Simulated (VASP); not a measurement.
# Ir in VASP: a series of runs

The runs below take Ir through single point, with PBE.

Program: VASP 6.6.1. These are calculated values, not measurements. Logs are shortened: lines on timing, memory, paths and dates and some standing lists are left out, and cuts for length are marked.

## (1) The cell of the first run

The structure is tetragonal, space group I4/mmm (No. 139). Conventional cell: a = 2.709 Å, b = 2.709 Å, c = 3.870 Å, α = 90.00°, β = 90.00°, γ = 90.00°. Within 3.6 Å of Ir (site symmetry 4/mmm) lie 12 Ir at 2.71 to 2.72 Å.

## (2) Single point, PBE

Contents of INCAR:

```
  PREC = Accurate
  ENCUT = 520
  EDIFF = 1E-6
  ISMEAR = -1
  SIGMA = 0.05
  LREAL = False
  LASPH = True
  NELM = 60
  ALGO = Normal
  ISIF = 2
  LWAVE = False
  LCHARG = False
  GGA = PE
  NBANDS = 10
```

Contents of KPOINTS:

```
Automatic mesh
0
Gamma
  12 12 12
```

Contents of POSCAR:

```
Ir
1.0
    0.0000000000      1.9156000000      1.9156000000
    1.9347560000      0.0000000000      1.9156000000
    1.9347560000      1.9156000000      0.0000000000
Ir
1
Direct
    0.0000000000      0.0000000000      0.0000000000
```

Potentials or basis: VASP PAW PBE potentials, release 64 (Ir).

The run is started by

```bash
cat potpaw_PBE.64/Ir/POTCAR > POTCAR
mpirun -np 1 vasp_std > vasp.out
```

OUTCAR:

```text
PREC = Accurate
   ENCUT = 520
   EDIFF = 1E-6
   ISMEAR = -1
   LREAL = False
   LASPH = True
   NELM = 60
   ISIF = 2
   GGA = PE

 ion  position               nearest neighbor table
   1  0.000  0.000  0.000-

  LATTYP: Found a body centered tetragonal cell.
 ALAT       =     2.7090675001
 C/A-ratio  =     1.4283556980

  Lattice vectors:

 A1 = (   1.9347560000,   0.0000000000,   1.9156000000)
 A2 = (   1.9347560000,   0.0000000000,  -1.9156000000)
 A3 = (  -1.9347560000,   1.9156000000,   0.0000000000)

Analysis of symmetry for initial positions (statically):
=====================================================================
 Subroutine PRICEL returns:
 Original cell was already a primitive cell.

 Routine SETGRP: Setting up the symmetry group for a
 body centered tetragonal supercell.

 Subroutine GETGRP returns: Found 16 space group operations
 (whereof 16 operations were pure point group operations)
 out of a pool of 16 trial point group operations.

The static configuration has the point symmetry D_4h.

Analysis of symmetry for dynamics (positions and initial velocities):
=====================================================================
 Subroutine PRICEL returns:
 Original cell was already a primitive cell.

 Routine SETGRP: Setting up the symmetry group for a
 body centered tetragonal supercell.

 Subroutine GETGRP returns: Found 16 space group operations
 (whereof 16 operations were pure point group operations)
 out of a pool of 16 trial point group operations.

The dynamic configuration has the point symmetry D_4h.

 Subroutine INISYM returns: Found 16 space group operations
 (whereof 16 operations are pure point group operations),
 and found     1 'primitive' translations

----------------------------------------------------------------------------------------

                                     Primitive cell

  volume of cell :      14.1993

  direct lattice vectors                    reciprocal lattice vectors
     0.000000000  1.915600000  1.915600000    -0.258430520  0.261014826  0.261014826
     1.934756000  0.000000000  1.915600000     0.258430520 -0.261014826  0.261014826
     1.934756000  1.915600000  0.000000000     0.258430520  0.261014826 -0.261014826

  length of vectors
     2.709067500  2.722646532  2.722646532     0.450603831  0.450603831  0.450603831

  position of ions in fractional coordinates (direct lattice)
     0.000000000  0.000000000  0.000000000
[... 68 lines left out ...]
   ISTART =      0    job   : 0-new  1-cont  2-samecut
   ICHARG =      2    charge: 1-file 2-atom 10-const
   ISPIN  =      1    spin polarized calculation?
   LNONCOLLINEAR =      F non collinear calculations
   LSORBIT =      F    spin-orbit coupling
   LASPH  =      T    aspherical Exc in radial PAW
   ENCUT  =  520.0 eV  38.22 Ry    6.18 a.u.   5.04  5.06  5.06*2*pi/ulx,y,z
   NELM   =     60;   NELMIN=  2; NELMDL= -5     # of ELM steps
   EDIFF  = 0.1E-05   stopping-criterion for ELM
   LREAL  =      F    real-space projection
   EDIFFG = 0.1E-04   stopping-criterion for IOM
   NSW    =      0    number of steps for IOM
   IBRION =     -1    ionic relax: 0-MD 1-quasi-New 2-CG
   NFREE  =      0    steps in history (QN), initial steepest desc. (CG)
   ISIF   =      2    stress and relaxation
   ISYM   =      2    0-nonsym 1-usesym 2-fastsym
   POTIM  = 0.5000    time-step for ionic-motion
   TEBEG  =    0.0;   TEEND  =   0.0 temperature during run
   PSTRESS=    0.0 pullay stress
   NELECT =       9.0000    total number of electrons
   NUPDOWN=      -1.0000    fix difference up-down
   EMIN   =  10.00;   EMAX   =-10.00  energy-range for DOS
[... 5 lines left out ...]
     AMIX     =   0.40;   BMIX     =  1.00
     AMIX_MAG =   1.60;   BMIX_MAG =  1.00
  volume/ion in A,a.u.               =      14.20        95.82
  Fermi-wavevector in a.u.,A,eV,Ry     =   1.406265  2.657455 26.906612  1.977580
  Thomas-Fermi vector in A             =   2.528642
   LORBIT       =      0    0 simple, 1 ext, 2 COOP (PROOUT), +10 PAW based schemes
   GGA     = PE    functional components
   LHFCALC =     F    Hartree Fock is set to
   AEXX    =    0.0000 exact exchange contribution
   IVDW    =     0    specifies the selected vdW correction
   LEPSILON=     F    determine dielectric tensor
   LRPA    =     F    only Hartree local field effects (RPA)
 non-spin polarized calculation
  energy-cutoff  :      520.00
  volume of cell :       14.20
 maximum number of plane-waves:       390
   NGX =  9   NGY = 11   NGZ = 11

 number of electron       9.0000000 magnetization

 Free energy of the ion-electron system (eV)
  ---------------------------------------------------
  ext. energy  EPLUGINS =         0.00000000
  ---------------------------------------------------
  free energy    TOTEN  =        -8.86118445 eV

  energy without entropy =       -8.85635356  energy(sigma->0) =       -8.85876901

 E-fermi :  10.3697     XC(G=0): -13.9671

 val. band max:       10.3657432996   @ k =   0.3333   0.0833   0.0833
 cond. band min:      10.3726971917   @ k =  -0.3333   0.3333   0.3333
 fundamental gap:      0.0069538921
 Fermi energy:        10.3697073933

 k-point     1 :       0.0000    0.0000    0.0000
  band No.  band energies     occupation
      1      -0.7373      2.00000
      2       6.3917      2.00000
      3       6.5200      2.00000
      4       6.5200      2.00000
      5       9.0589      2.00000
      6       9.2334      2.00000
      7      24.6806      0.00000
      8      30.0288      0.00000
      9      30.3448      0.00000
     10      30.3448      0.00000
[... 287 lines left out ...]
 k-point    24 :      -0.4167    0.1667    0.0000
  band No.  band energies     occupation
      1       3.2211      2.00000
      2       5.6320      2.00000
      3       7.1634      2.00000
      4       7.3763      2.00000
      5      10.7956      0.00040
      6      14.0761      0.00000
      7      17.5831      0.00000
      8      25.7042      0.00000
      9      27.8617      0.00000
     10      29.8283      0.00000

 [... further k-points ...]
[... 5 lines left out ...]
  --------------------------------------------------------------------------------------
  -------------------------------------------------------------------------------------
  Total        0.4608024      0.8117778      0.8117778     -0.0000000      0.0000000      0.0000000
  in kB       51.9947465     91.5971407     91.5971407     -0.0000000      0.0000000      0.0000000
  external PRESSURE =      78.3963426 kB  Pullay stress =       0.0000000 kB

 VOLUME and BASIS-vectors are now :
 -----------------------------------------------------------------------------
  energy-cutoff  :      520.00
  volume of cell :       14.20
      direct lattice vectors                 reciprocal lattice vectors
     0.000000000  1.915600000  1.915600000    -0.258430520  0.261014826  0.261014826
     1.934756000  0.000000000  1.915600000     0.258430520 -0.261014826  0.261014826
     1.934756000  1.915600000  0.000000000     0.258430520  0.261014826 -0.261014826

 POSITION                                       TOTAL-FORCE (eV/Angst)
 -----------------------------------------------------------------------------------
      0.00000      0.00000      0.00000         0.000000      0.000000      0.000000
 -----------------------------------------------------------------------------------
    total drift:                                0.000000     -0.000000     -0.000000

  FREE ENERGIE OF THE ION-ELECTRON SYSTEM (eV)
  ---------------------------------------------------
  free  energy   TOTEN  =        -8.8611844532 eV

  energy  without entropy=       -8.8563535581  energy(sigma->0) =       -8.85876901
```

Wall time 16 s (1 thread of Intel Xeon Platinum 8259CL at 2.50GHz (Skylake/Cascade Lake), shared host); peak memory 0.14 GiB.

Results:

- Free energy: -8.8612 eV
- Pressure: 7.8 GPa

Stress tensor (GPa, compression positive):
```
5.20 0.00 0.00
0.00 9.16 0.00
0.00 0.00 9.16
```

Caveat: spin-orbit coupling is left out, which moves the levels of the heavy elements.

## (3) Single point, PBE

This run uses another cell than the first one, of 14.34 Å³/atom, 1.010 times its volume.

Contents of INCAR:

```
ALGO = Normal
EDIFF = 1E-7
ENCUT = 520
GGA = PE
ISIF = 2
ISMEAR = -1
LASPH = True
LCHARG = False
LREAL = False
LWAVE = False
NBANDS = 10
NELM = 80
PREC = Accurate
SIGMA = 0.05
```

Contents of KPOINTS:

```
k-points
0
Gamma
  12 12 12
```

Contents of POSCAR:

```
Ir
1.0
    0.0000000000      1.9156000000      1.9156000000
    1.9539120000      0.0000000000      1.9156000000
    1.9539120000      1.9156000000      0.0000000000
Ir
1
Direct
    0.0000000000      0.0000000000      0.0000000000
```

Potentials or basis: VASP PAW PBE potentials, release 64 (Ir).

The run is started by

```bash
cat potpaw_PBE.64/Ir/POTCAR > POTCAR
mpirun -np 1 vasp_std > vasp.out
```

Run time: 16 s. Hardware: 1 thread of Intel Xeon Platinum 8259CL at 2.50GHz (Skylake/Cascade Lake), shared host; peak memory 0.14 GiB.

Results (log left out):

* Free energy: -8.8631 eV
* Pressure: 4.1 GPa

Stress tensor (GPa, compression positive):
```
-0.95  0.00  0.00
 0.00  6.69  0.00
 0.00  0.00  6.69
```

Levels at points of the mesh, in eV from the Fermi level:
| k point | band 1 | band 2 | band 3 | band 4 | band 5 | band 6 | band 7 | band 8 | band 9 |
| --- | --- | --- | --- | --- | --- | --- | --- | --- | --- |
| (0.00, 0.00, 0.00) | -10.99 | -4.00 | -3.74 | -3.74 | -1.38 | -1.03 | 14.34 | 19.43 | 20.04 |
| (0.50, 0.00, 0.00) | -7.98 | -4.06 | -3.79 | -0.74 | 0.78 | 0.92 | 7.11 | 13.86 | 19.49 |
| (0.50, 0.50, 0.00) | -7.77 | -7.22 | 0.80 | 1.29 | 1.55 | 1.82 | 10.49 | 11.40 | 11.62 |
| (0.00, 0.50, 0.50) | -7.80 | -7.20 | 0.84 | 1.40 | 1.40 | 1.41 | 9.95 | 11.87 | 11.87 |

Caveat: spin-orbit coupling is left out, which moves the levels of the heavy elements.

## (4) Single point, PBE

This run uses another cell than the first one, of 14.62 Å³/atom, 1.030 times its volume.

Contents of INCAR:

```
SYSTEM = Ir
PREC = Accurate ; ENCUT = 520
EDIFF = 1E-6 ; ISMEAR = -1
SIGMA = 0.05 ; LREAL = .False.
LASPH = .True. ; NELM = 60
ALGO = Fast ; ISIF = 2
LWAVE = .False. ; LCHARG = .True.
GGA = PE ; LELF = .True.
LVHAR = .True. ; NBANDS = 10
```

Contents of KPOINTS:

```
regular mesh
0
Gamma
  12 12 12
  0 0 0
```

Contents of POSCAR:

```
Ir
1.0
    0.0000000000      1.9156000000      1.9156000000
    1.9922240000      0.0000000000      1.9156000000
    1.9922240000      1.9156000000      0.0000000000
Ir
1
Direct
    0.0000000000      0.0000000000      0.0000000000
```

The run is started by

```bash
cat potpaw_PBE.64/Ir/POTCAR > POTCAR
mpirun -np 1 vasp_std > vasp.out
```

Wall time 26 s (1 thread of Intel Xeon Platinum 8259CL at 2.50GHz (Skylake/Cascade Lake), shared host); peak memory 0.15 GiB.

It converged, with:

| Item | Value |
| --- | --- |
| Free energy | -8.8515 eV |
| Pressure | -2.5 GPa |

Stress tensor (GPa, compression positive):
```
-12.27   0.00   0.00
  0.00   2.39   0.00
  0.00   0.00   2.39
```

Levels at points of the mesh, in eV from the Fermi level:
| k point | band 2 | band 3 | band 4 | band 5 | band 6 | band 7 |
| --- | --- | --- | --- | --- | --- | --- |
| (0.00, 0.00, 0.00) | -4.03 | -3.53 | -3.53 | -1.50 | -0.83 | 14.41 |
| (0.50, 0.00, 0.00) | -4.05 | -3.54 | -0.68 | 0.70 | 0.95 | 6.94 |
| (0.50, 0.50, 0.00) | -6.99 | 0.75 | 1.13 | 1.64 | 1.98 | 10.42 |
| (0.00, 0.50, 0.50) | -6.97 | 0.84 | 1.17 | 1.34 | 1.34 | 9.36 |

Caveat: spin-orbit coupling is left out, which moves the levels of the heavy elements.

## (5) Single point, PBE

This run uses another cell than the first one, of 13.22 Å³/atom, 0.931 times its volume.

Contents of INCAR:

```
SYSTEM = Ir
PREC     = Accurate       ! precision mode
ENCUT    = 520            ! plane-wave cutoff, eV
EDIFF    = 1E-6           ! SCF threshold, eV
ISMEAR   = -1             ! smearing method
SIGMA    = 0.05           ! smearing width, eV
LREAL    = .FALSE.        ! projectors in reciprocal space
LASPH    = .TRUE.         ! aspherical terms in the spheres
NELM     = 80             ! most SCF steps
ALGO     = Normal         ! electronic algorithm
ISIF     = 2              ! what is computed and relaxed
LWAVE    = .FALSE.        ! write WAVECAR
LCHARG   = .FALSE.        ! write CHGCAR
GGA      = PE             ! functional
NBANDS   = 10             ! bands
```

Contents of KPOINTS:

```
regular mesh
0
G
  12 12 12
  0 0 0
```

Contents of POSCAR:

```
Ir
1.0
    0.0000000000      1.8764951499      1.8764951499
    1.8764951499      0.0000000000      1.8764951499
    1.8764951499      1.8764951499      0.0000000000
Ir
1
Direct
    0.0000000000      0.0000000000      0.0000000000
```

The run is started by

```bash
cat potpaw_PBE.64/Ir/POTCAR > POTCAR
mpirun -np 1 vasp_std > vasp.out
```

It took 3.9 s on 1 thread of Intel Xeon 6975P-C (Granite Rapids), shared host; peak memory 0.13 GiB.

It converged, with:

| Quantity | Value |
| --- | --- |
| Free energy | -8.7180 eV |
| Pressure | 41.3 GPa |

Levels at points of the mesh, in eV from the Fermi level:
| k point | band 1 | band 2 | band 3 | band 4 | band 5 | band 6 | band 7 | band 8 |
| --- | --- | --- | --- | --- | --- | --- | --- | --- |
| (0.00, 0.00, 0.00) | -11.92 | -4.36 | -4.36 | -4.36 | -1.37 | -1.37 | 14.12 | 20.12 |
| (0.50, 0.00, 0.00) | -8.90 | -4.49 | -4.49 | -0.98 | 0.97 | 0.97 | 7.95 | 13.68 |
| (0.50, 0.50, 0.00) | -8.79 | -8.17 | 0.94 | 1.63 | 1.63 | 1.66 | 11.45 | 11.99 |

Caveat: spin-orbit coupling is left out, which moves the levels of the heavy elements.

## (6) Single point, PBE

This run uses another cell than the first one, of 13.50 Å³/atom, 0.950 times its volume.

Contents of INCAR:

```
PREC = Accurate ; ENCUT = 520
EDIFF = 1E-6 ; ISMEAR = -1
SIGMA = 0.05 ; LREAL = F
LASPH = T ; NELM = 80
ALGO = Normal ; ISIF = 2
LWAVE = F ; LCHARG = F
GGA = PE ; NBANDS = 10
```

Contents of KPOINTS:

```
regular mesh
0
Gamma
  12 12 12
```

Contents of POSCAR:

```
Ir
1.0
    0.0000000000      1.8897103398      1.8897103398
    1.8897103398      0.0000000000      1.8897103398
    1.8897103398      1.8897103398      0.0000000000
Ir
1
Direct
    0.0000000000      0.0000000000      0.0000000000
```

Potentials or basis: VASP PAW PBE potentials, release 64 (Ir).

The run is started by

```bash
cat potpaw_PBE.64/Ir/POTCAR > POTCAR
mpirun -np 1 vasp_std > vasp.out
```

Wall time 3.8 s (1 thread of Intel Xeon 6975P-C (Granite Rapids), shared host); peak memory 0.13 GiB.

It converged, with:

```
Free energy : -8.7808 eV
Pressure    : 30.3 GPa
```

Levels at points of the mesh, in eV from the Fermi level:
| k point | band 2 | band 3 | band 4 | band 5 | band 6 | band 7 |
| --- | --- | --- | --- | --- | --- | --- |
| (0.00, 0.00, 0.00) | -4.22 | -4.22 | -4.22 | -1.32 | -1.32 | 14.18 |
| (0.50, 0.00, 0.00) | -4.34 | -4.34 | -0.92 | 0.94 | 0.94 | 7.72 |
| (0.50, 0.50, 0.00) | -7.92 | 0.91 | 1.57 | 1.57 | 1.66 | 11.14 |

Caveat: spin-orbit coupling is left out, which moves the levels of the heavy elements.

## (7) The runs side by side

```csv
cell,gap on the mesh (eV),pressure (GPa)
"a = 2.709, b = 2.723, c = 2.723 Å, angles 59.7, 60.2, 60.2°, 1 atom",none,7.8
"a = 2.709, b = 2.736, c = 2.736 Å, angles 59.3, 60.3, 60.3°, 1 atom",none,4.1
"a = 2.709, b = 2.764, c = 2.764 Å, angles 58.7, 60.7, 60.7°, 1 atom",none,-2.5
"a = 2.654 Å, angles 60.0°, 1 atom",none,41.3
"a = 2.672 Å, angles 60.0°, 1 atom",none,30.3
```

Alike in all rows: task single point; level PBE; potentials or basis VASP PAW PBE potentials, release 64 (Ir); no spin polarisation; k mesh 12 × 12 × 12; cutoff (eV) 520; smearing fermi-dirac 0.05 eV.

Caveats: spin-orbit coupling is left out, which moves the levels of the heavy elements.

Absolute energies hang on the potentials; compare differences alone.
